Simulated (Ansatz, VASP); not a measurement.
## One calculation of Ta8HN8, two programs

File INCAR:

```
SYSTEM = Ta8HN8
ALGO     = Normal         ! electronic algorithm
EDIFF    = 1E-6           ! SCF threshold, eV
ENCUT    = 520            ! plane-wave cutoff, eV
GGA_COMPAT= .FALSE.      
ISIF     = 2              ! what is computed and relaxed
ISMEAR   = -1             ! smearing method
LASPH    = .TRUE.         ! aspherical terms in the spheres
LCHARG   = .FALSE.        ! write CHGCAR
LREAL    = .FALSE.        ! projectors in reciprocal space
LWAVE    = .FALSE.        ! write WAVECAR
NBANDS   = 78             ! bands
NELM     = 120            ! most SCF steps
PREC     = Accurate       ! precision mode
SIGMA    = 0.15           ! smearing width, eV
```

Contents of KPOINTS:

```
k-points
0
G
  3 3 2
  0 0 0
```

File POSCAR:

```
Ta8HN8
1.0
    5.8760000000      0.0000000000      0.0000000000
   -2.9380000000      5.0887660000      0.0000000000
    0.0000000000      0.0000000000      5.7660000000
Ta N H
8 8 1
Direct
    0.1666666667      0.3333333333      0.2500000000
    0.1666666667      0.3333333333      0.7500000000
    0.1666666667      0.8333333333      0.2500000000
    0.1666666667      0.8333333333      0.7500000000
    0.6666666667      0.3333333333      0.2500000000
    0.6666666667      0.3333333333      0.7500000000
    0.6666666667      0.8333333333      0.2500000000
    0.6666666667      0.8333333333      0.7500000000
    0.0000000000      0.0000000000      0.0000000000
    0.0000000000      0.0000000000      0.5000000000
    0.0000000000      0.5000000000      0.0000000000
    0.0000000000      0.5000000000      0.5000000000
    0.5000000000      0.0000000000      0.0000000000
    0.5000000000      0.0000000000      0.5000000000
    0.5000000000      0.5000000000      0.0000000000
    0.5000000000      0.5000000000      0.5000000000
    0.3125000000      0.1250000000      0.1250000000
```

Input for Ansatz:

```yaml
crystal:
  lattice:
    - [2.938, 0.0, 0.0]
    - [-1.469, 2.544383, 0.0]
    - [0.0, 0.0, 2.883]
  atoms:
    - { symbol: Ta, position: [0.33333333333333337, 0.6666666666666666, 0.5] }
    - { symbol: "N", position: [0.0, 0.0, 0.0] }
  supercell: [2, 2, 2]
  defects:
    - { interstitial: { symbol: H, position: [0.3125, 0.125, 0.125] } }
basis:
  ecutwfc: 517.016338673772
kpoints:
  mp_grid:
    grid: [3, 3, 2]
hamiltonian:
  xc: lda
  pseudopotentials:
    kind: paw
scf:
  occupations:
    method: fermi_dirac
    width: 0.15
output:
  forces: true
  eigenvalues: true
```

Alike in both runs: task single point; functional LDA; k mesh 3 × 3 × 2; occupations fermi-dirac, width 0.15 eV; no spin polarisation.

|  | VASP | Ansatz |
| --- | --- | --- |
| version | VASP 6.6.1 | Ansatz 0.2.0 |
| potentials or method | VASP PAW LDA potentials, release 64 (Ta_pv, N, H), cutoff 520 eV | plane waves, PAW |
| valence electrons in the cell | 129 | 145 |

VASP gave:

* gap on the k mesh at the Fermi level (eV): none
* rms of the force components (eV/Å): 0.703

Which values does Ansatz return?

gap on the k mesh at the Fermi level (eV): none; rms of the force components (eV/Å): 0.696.

LDA's correlation is that of Perdew and Zunger in VASP and of Perdew and Wang (1992) in Ansatz. A gap of «none» marks a metal or a gap that the smearing closes. VASP's potentials hold 129 valence electrons a cell and Ansatz's 145, so a difference there can come from the potentials and not from the codes.

The k mesh is coarse, so the values compare programs but aren't converged. Spin-orbit coupling is off throughout.
